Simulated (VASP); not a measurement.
# Ge in VASP: further runs

The runs below take Ge through single point, with PBE.

Everything below comes from runs of VASP 6.6.1. Logs are shortened: lines on timing, memory, paths and dates and some standing lists are left out, and cuts for length are marked.

### 1 The cell of the first run

The typed cell holds 2 atoms: a = 3.953 Å, b = 3.884 Å, c = 3.954 Å, α = 100.16°, β = 94.43°, γ = 136.26°.

### 2 Single point, PBE (atoms moved at random and the cell strained at random)

The input, INCAR:

```
PREC = Accurate
ENCUT = 520
EDIFF = 1E-7
ISMEAR = 0
SIGMA = 0.1
LREAL = F
LASPH = T
NELM = 100
ALGO = Normal
ISIF = 2
LWAVE = F
LCHARG = T
GGA = PE
LELF = T
LVHAR = T
NBANDS = 21
```

The input, KPOINTS:

```
regular mesh
0
Gamma
  14 14 10
```

The input, POSCAR:

```
Ge
1.0
   -2.4805672272      2.6845414992      1.5065258343
    2.4878381790     -2.6270636192      1.4131205582
    2.5425444041      2.6854177144     -1.4004913143
Ge
2
Direct
    0.1739126385      0.9037935025      0.2523980593
    0.8260873615      0.0962064975      0.7476019407
```

Potentials or basis: VASP PAW PBE potentials, release 64 (Ge_d).

Command:

```
$ cat potpaw_PBE.64/Ge_d/POTCAR > POTCAR
$ mpirun -np 1 vasp_std > vasp.out
```

OUTCAR:

```text
PREC = Accurate
   ENCUT = 520
   EDIFF = 1E-7
   ISMEAR = 0
   LREAL = F
   LASPH = T
   NELM = 100
   ISIF = 2
   GGA = PE

 ion  position               nearest neighbor table
   1  0.174  0.904  0.252-   2 2.62   2 2.64   2 2.77   2 2.83
   2  0.826  0.096  0.748-   1 2.62   1 2.64   1 2.77   1 2.83

  LATTYP: Found a triclinic cell.
 ALAT       =     3.8842903826
 B/A-ratio  =     1.2951495362
 C/A-ratio  =     0.7518029997
 COS(alpha) =     0.0052279201
 COS(beta)  =     0.3520151486
 COS(gamma) =     0.6335102650

  Lattice vectors:

 A1 = (   2.4878381790,  -2.6270636192,   1.4131205582)
 A2 = (   5.0303825831,   0.0583540952,   0.0126292439)
 A3 = (   0.0072709518,   0.0574778800,   2.9196463925)

Analysis of symmetry for initial positions (statically):
=====================================================================
 Subroutine PRICEL returns:
 Original cell was already a primitive cell.

 Routine SETGRP: Setting up the symmetry group for a
 triclinic supercell.

 Subroutine GETGRP returns: Found  2 space group operations
 (whereof  2 operations were pure point group operations)
 out of a pool of  2 trial point group operations.

The static configuration has the point symmetry S_2 .

Analysis of symmetry for dynamics (positions and initial velocities):
=====================================================================
 Subroutine PRICEL returns:
 Original cell was already a primitive cell.

 Routine SETGRP: Setting up the symmetry group for a
 triclinic supercell.

 Subroutine GETGRP returns: Found  2 space group operations
 (whereof  2 operations were pure point group operations)
 out of a pool of  2 trial point group operations.

The dynamic configuration has the point symmetry S_2 .

 Subroutine INISYM returns: Found  2 space group operations
 (whereof  2 operations are pure point group operations),
 and found     1 'primitive' translations

----------------------------------------------------------------------------------------

                                     Primitive cell

  volume of cell :      39.4133

  direct lattice vectors                    reciprocal lattice vectors
    -2.480567227  2.684541499  1.506525834    -0.002934013  0.179561570  0.338979582
     2.487838179 -2.627063619  1.413120558     0.198037828 -0.009042526  0.342192063
     2.542544404  2.685417714 -1.400491314     0.196667524  0.184032533 -0.004112745

  length of vectors
     3.953428502  3.884290383  3.954412253     0.383611943  0.395469539  0.269375208

  position of ions in fractional coordinates (direct lattice)
     0.173912638  0.903793503  0.252398059
     0.826087362  0.096206497  0.747601941

  ion indices of the primitive-cell ions
   primitive index   ion index
                 1           1
                 2           2

----------------------------------------------------------------------------------------

 KPOINTS: regular mesh

Automatic generation of k-mesh.
 Grid dimensions read from file:
 generate k-points for:   14   14   10

 Generating k-lattice:

  Cartesian coordinates                     Fractional coordinates (reciprocal lattice)
    -0.000209572  0.012825826  0.024212827     0.071428571  0.000000000 -0.000000000
     0.014145559 -0.000645895  0.024442290    -0.000000000  0.071428571  0.000000000
     0.019666752  0.018403253 -0.000411274     0.000000000  0.000000000  0.100000000

  Length of vectors
     0.027400853  0.028247824  0.026937521

  Shift w.r.t. Gamma in fractional coordinates (k-lattice)
     0.000000000  0.000000000  0.000000000

 Subroutine IBZKPT returns following result:
 ===========================================

 Found    984 irreducible k-points:

 Following reciprocal coordinates:
            Coordinates               Weight
  0.000000  0.000000  0.000000      1.000000
  0.071429  0.000000  0.000000      2.000000
  0.142857  0.000000 -0.000000      2.000000
  0.214286  0.000000 -0.000000      2.000000
  0.285714 -0.000000  0.000000      2.000000
  0.357143 -0.000000 -0.000000      2.000000
[... 16 lines left out ...]
  0.000000  0.142857  0.000000      2.000000
  0.071429  0.142857  0.000000      2.000000
 [... further k-points ...]
   k-points           NKPTS =    984   k-points in BZ     NKDIM =    984   number of bands    NBANDS=     21
   number of dos      NEDOS =    301   number of ions     NIONS =      2
   total plane-waves  NPLWV =  27000
   dimension x,y,z NGX =    30 NGY =   30 NGZ =   30
   dimension x,y,z NGXF=    60 NGYF=   60 NGZF=   60
   ions per type =               2
   NGX,Y,Z   is equivalent  to a cutoff of  12.62, 12.84, 12.61 a.u.
   NGXF,Y,Z  is equivalent  to a cutoff of  25.23, 25.68, 25.22 a.u.
 SYSTEM =  unknown system
   PREC   = accura    normal or accurate (medium, high low for compatibility)
   ISTART =      0    job   : 0-new  1-cont  2-samecut
   ICHARG =      2    charge: 1-file 2-atom 10-const
   ISPIN  =      1    spin polarized calculation?
   LNONCOLLINEAR =      F non collinear calculations
   LSORBIT =      F    spin-orbit coupling
   LASPH  =      T    aspherical Exc in radial PAW
   ENCUT  =  520.0 eV  38.22 Ry    6.18 a.u.   7.35  7.22  7.35*2*pi/ulx,y,z
   NELM   =    100;   NELMIN=  2; NELMDL= -5     # of ELM steps
   EDIFF  = 0.1E-06   stopping-criterion for ELM
   LREAL  =      F    real-space projection
   EDIFFG = 0.1E-05   stopping-criterion for IOM
   NSW    =      0    number of steps for IOM
   IBRION =     -1    ionic relax: 0-MD 1-quasi-New 2-CG
   NFREE  =      0    steps in history (QN), initial steepest desc. (CG)
   ISIF   =      2    stress and relaxation
   ISYM   =      2    0-nonsym 1-usesym 2-fastsym
   POTIM  = 0.5000    time-step for ionic-motion
   TEBEG  =    0.0;   TEEND  =   0.0 temperature during run
   PSTRESS=    0.0 pullay stress
   NELECT =      28.0000    total number of electrons
   NUPDOWN=      -1.0000    fix difference up-down
   EMIN   =  10.00;   EMAX   =-10.00  energy-range for DOS
   EFERMI =   0.00;   METHOD = LEGACY
   ISMEAR =     0;   SIGMA  =   0.10  broadening in eV -4-tet -1-fermi 0-gaus
   EFERMI_NEDOS =   21; number of points for ismear=-14 and -15
   IALGO  =     38    algorithm
   IMIX   =      4    mixing-type and parameters
     AMIX     =   0.40;   BMIX     =  1.00
     AMIX_MAG =   1.60;   BMIX_MAG =  1.00
  volume/ion in A,a.u.               =      19.71       132.99
  Fermi-wavevector in a.u.,A,eV,Ry     =   1.460763  2.760442 29.032510  2.133829
  Thomas-Fermi vector in A             =   2.577174
   LORBIT       =      0    0 simple, 1 ext, 2 COOP (PROOUT), +10 PAW based schemes
   GGA     = PE    functional components
   LHFCALC =     F    Hartree Fock is set to
   AEXX    =    0.0000 exact exchange contribution
   IVDW    =     0    specifies the selected vdW correction
   LEPSILON=     F    determine dielectric tensor
   LRPA    =     F    only Hartree local field effects (RPA)
 non-spin polarized calculation
 Gauss-broadening in eV      SIGMA  =   0.10
  energy-cutoff  :      520.00
  volume of cell :       39.41
 maximum number of plane-waves:      1081
 NGX is ok and might be reduce to    30
   NGX = 15   NGY = 15   NGZ = 15

 number of electron      28.0000003 magnetization

 Free energy of the ion-electron system (eV)
  ---------------------------------------------------
  ext. energy  EPLUGINS =         0.00000000
  ---------------------------------------------------
  free energy    TOTEN  =        -8.52222784 eV

  energy without entropy =       -8.51789087  energy(sigma->0) =       -8.52005935

 E-fermi :   6.1341     XC(G=0): -11.0055

 val. band max:        6.1323008383   @ k =   0.1429  -0.2857   0.1000
 cond. band min:       6.1353310899   @ k =  -0.0000  -0.2857   0.1000
 fundamental gap:      0.0030302516
 Fermi energy:         6.1341062587

 k-point     1 :       0.0000    0.0000    0.0000
  band No.  band energies     occupation
      1     -18.5742      2.00000
      2     -18.5210      2.00000
      3     -18.5083      2.00000
      4     -18.5047      2.00000
      5     -18.4614      2.00000
      6     -18.4362      2.00000
[... 13 lines left out ...]
     20      16.8586      0.00000
     21      18.1186      0.00000

 k-point     2 :       0.0714    0.0000    0.0000
  band No.  band energies     occupation
      1     -18.5719      2.00000
      2     -18.5173      2.00000
      3     -18.5041      2.00000
      4     -18.5010      2.00000
      5     -18.4619      2.00000
      6     -18.4374      2.00000
[... 13 lines left out ...]
     20      17.0849      0.00000
     21      18.1633      0.00000

 k-point     3 :       0.1429    0.0000   -0.0000
  band No.  band energies     occupation
      1     -18.5654      2.00000
      2     -18.5072      2.00000
      3     -18.4978      2.00000
      4     -18.4868      2.00000
      5     -18.4626      2.00000
      6     -18.4397      2.00000
[... 13 lines left out ...]
     20      16.2488      0.00000
     21      18.1260      0.00000

 k-point     4 :       0.2143    0.0000   -0.0000
  band No.  band energies     occupation
      1     -18.5555      2.00000
      2     -18.4972      2.00000
      3     -18.4878      2.00000
      4     -18.4699      2.00000
      5     -18.4616      2.00000
      6     -18.4393      2.00000
[... 13 lines left out ...]
     20      15.1754      0.00000
     21      18.2022      0.00000

 k-point     5 :       0.2857   -0.0000    0.0000
  band No.  band energies     occupation
      1     -18.5439      2.00000
      2     -18.4935      2.00000
      3     -18.4772      2.00000
      4     -18.4625      2.00000
      5     -18.4560      2.00000
      6     -18.4384      2.00000
[... 13 lines left out ...]
     20      14.3906      0.00000
     21      18.7355      0.00000

 k-point     6 :       0.3571   -0.0000   -0.0000
  band No.  band energies     occupation
      1     -18.5325      2.00000
      2     -18.4927      2.00000
      3     -18.4757      2.00000
      4     -18.4647      2.00000
      5     -18.4504      2.00000
      6     -18.4397      2.00000
[... 13 lines left out ...]
     20      14.2157      0.00000
     21      19.4300      0.00000

 k-point     7 :       0.4286    0.0000   -0.0000
  band No.  band energies     occupation
      1     -18.5227      2.00000
      2     -18.4919      2.00000
      3     -18.4828      2.00000
      4     -18.4712      2.00000
      5     -18.4456      2.00000
      6     -18.4330      2.00000
[... 13 lines left out ...]
     20      15.8301      0.00000
     21      17.6595      0.00000
[... 291 lines left out ...]
      1     -18.5587      2.00000
      2     -18.5092      2.00000
      3     -18.4945      2.00000
      4     -18.4894      2.00000
      5     -18.4574      2.00000
      6     -18.4353      2.00000
[... 13 lines left out ...]
     20      16.7566      0.00000
     21      17.7979      0.00000

 k-point    21 :      -0.1429    0.0714    0.0000
  band No.  band energies     occupation
      1     -18.5670      2.00000
      2     -18.5186      2.00000
      3     -18.5057      2.00000
      4     -18.4987      2.00000
      5     -18.4586      2.00000
      6     -18.4344      2.00000
[... 13 lines left out ...]
     20      17.5146      0.00000
     21      18.5630      0.00000

 k-point    22 :      -0.0714    0.0714    0.0000
  band No.  band energies     occupation
      1     -18.5719      2.00000
      2     -18.5218      2.00000
      3     -18.5099      2.00000
      4     -18.5029      2.00000
      5     -18.4596      2.00000
      6     -18.4351      2.00000
[... 13 lines left out ...]
     20      17.2321      0.00000
     21      17.9893      0.00000

 k-point    23 :       0.0000    0.1429    0.0000
  band No.  band energies     occupation
      1     -18.5674      2.00000
      2     -18.5087      2.00000
      3     -18.4990      2.00000
      4     -18.4948      2.00000
      5     -18.4576      2.00000
      6     -18.4407      2.00000
[... 13 lines left out ...]
     20      16.1864      0.00000
     21      16.7058      0.00000

 k-point    24 :       0.0714    0.1429    0.0000
  band No.  band energies     occupation
      1     -18.5624      2.00000
      2     -18.4981      2.00000
      3     -18.4935      2.00000
      4     -18.4824      2.00000
      5     -18.4600      2.00000
      6     -18.4341      2.00000
[... 13 lines left out ...]
     20      15.2403      0.00000
     21      16.3956      0.00000

 [... further k-points ...]
[... 5 lines left out ...]
  --------------------------------------------------------------------------------------
  -------------------------------------------------------------------------------------
  Total        0.1813864     -0.5431915     -0.1276168     -0.2440821     -0.2789526      0.1598339
  in kB        7.3734774    -22.0810909     -5.1877067     -9.9220990    -11.3396048      6.4973514
  external PRESSURE =      -6.6317734 kB  Pullay stress =       0.0000000 kB

 VOLUME and BASIS-vectors are now :
 -----------------------------------------------------------------------------
  energy-cutoff  :      520.00
  volume of cell :       39.41
      direct lattice vectors                 reciprocal lattice vectors
    -2.480567227  2.684541499  1.506525834    -0.002934013  0.179561570  0.338979582
     2.487838179 -2.627063619  1.413120558     0.198037828 -0.009042526  0.342192063
     2.542544404  2.685417714 -1.400491314     0.196667524  0.184032533 -0.004112745

 POSITION                                       TOTAL-FORCE (eV/Angst)
 -----------------------------------------------------------------------------------
      2.45882     -1.22965      1.18569         0.299093     -0.299573      0.028576
      0.09099      3.97255      0.33346        -0.299093      0.299573     -0.028576
 -----------------------------------------------------------------------------------
    total drift:                                0.000000      0.000000     -0.000000

  FREE ENERGIE OF THE ION-ELECTRON SYSTEM (eV)
  ---------------------------------------------------
  free  energy   TOTEN  =        -8.5222278360 eV

  energy  without entropy=       -8.5178908673  energy(sigma->0) =       -8.52005935
```

Run time: 5.1 min. Hardware: 1 thread of Intel Xeon 6975P-C (Granite Rapids), shared host; peak memory 0.68 GiB.

Results:

```
Free energy            : -8.5222 eV
Pressure               : -0.7 GPa
Largest force          : 0.424 eV/Å
Band gap on the k mesh : zero (band 14 reaches 8.30 eV, above the bottom of band 15 at 3.09 eV)
```

Forces on the atoms (eV/Å):
```
Ge   0.299 -0.300  0.029
Ge  -0.299  0.300 -0.029
```

Caveat: the cell differs from its parent crystal (atoms moved at random and the cell strained at random).

### 3 Single point, PBE (strained and its atoms moved)

The input, INCAR:

```
SYSTEM = Ge
PREC     = Accurate       ! precision mode
ENCUT    = 520            ! plane-wave cutoff, eV
EDIFF    = 1E-7           ! SCF threshold, eV
ISMEAR   = 0              ! smearing method
SIGMA    = 0.1            ! smearing width, eV
LREAL    = .False.        ! projectors in reciprocal space
LASPH    = .True.         ! aspherical terms in the spheres
NELM     = 100            ! most SCF steps
ALGO     = Normal         ! electronic algorithm
ISIF     = 2              ! what is computed and relaxed
LWAVE    = .False.        ! write WAVECAR
LCHARG   = .False.        ! write CHGCAR
GGA      = PE             ! functional
NBANDS   = 21             ! bands
```

The input, KPOINTS:

```
Automatic mesh
0
Gamma
  14 14 14
  0 0 0
```

The input, POSCAR:

```
Ge
1.0
   -2.5663422798      2.6463565329      1.5926528662
    2.4967365671     -2.6463565329      1.4717515671
    2.5663422798      2.6463565329     -1.5926528662
Ge
2
Direct
    0.2207739001      0.9483944613      0.2276205611
    0.7792260999      0.0516055387      0.7723794389
```

Potentials or basis: VASP PAW PBE potentials, release 64 (Ge_d).

Command:

```
$ cat potpaw_PBE.64/Ge_d/POTCAR > POTCAR
$ mpirun -np 1 vasp_std > vasp.out
```

Run time: 4.9 min. Hardware: 1 thread of Intel Xeon 6975P-C (Granite Rapids), shared host; peak memory 0.56 GiB.

It converged, with:

```yaml
Free_energy: -8.4781 eV
Pressure: -1.9 GPa
Largest_force: 0.185 eV/Å
Band_gap_on_the_k_mesh: zero (band 14 reaches 7.79 eV, above the bottom of band 15 at 3.05 eV)
```

Forces in eV/Å, atoms in the order of the input:
```
Ge   0.155  0.000  0.100
Ge  -0.155  0.000 -0.100
```

Stress tensor (GPa, compression positive):
```
-1.44  0.00  2.40
 0.00 -0.04  0.00
 2.40  0.00 -4.11
```

Levels at points of the mesh, in eV from the Fermi level:
```csv
k point,band 12,band 13,band 14,band 15,band 16,band 17
"(0.00, 0.00, 0.00)",-3.46,-1.70,-1.70,3.51,5.70,6.12
"(0.50, 0.00, 0.00)",-7.38,-1.82,-1.37,-0.22,1.06,3.34
"(0.00, 0.50, 0.00)",-5.98,-3.59,-2.36,-1.85,3.15,3.47
"(0.50, 0.50, 0.00)",-9.30,0.54,1.22,2.62,2.73,4.81
"(0.50, 0.00, 0.50)",-5.27,-3.65,-1.83,-1.76,3.44,4.61
"(0.50, 0.50, 0.50)",-7.95,-5.39,-4.76,2.70,6.27,9.77
```

Caveat: the cell differs from its parent crystal (strained and its atoms moved).
